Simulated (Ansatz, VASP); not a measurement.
# Two plane-wave programs on Ba

```
Ba
1.0
     4.00618    0.00000    0.00000
     0.00000    4.00618    0.00000
     0.00000    0.00000    4.00618
Ba
1
Cartesian
  0.0000 0.0000 0.0000
```

Alike in both runs: task single point; functional PBE; k mesh 9 × 9 × 9; occupations fermi-dirac, width 0.1 eV; no spin polarisation.

|  | VASP | Ansatz |
| --- | --- | --- |
| version | VASP 6.6.1 | Ansatz 0.2.0 |
| potentials or method | VASP PAW PBE potentials, release 64 (Ba_sv), cutoff 520 eV | plane waves (420 eV) with PAW, scalar-relativistic |
| valence electrons in the cell | 10 | 10 |

|  | VASP | Ansatz | Ansatz less VASP |
| --- | --- | --- | --- |
| pressure (GPa) | -0.1 | -0.2 | -0.10 |

Neither program's run includes spin-orbit coupling.
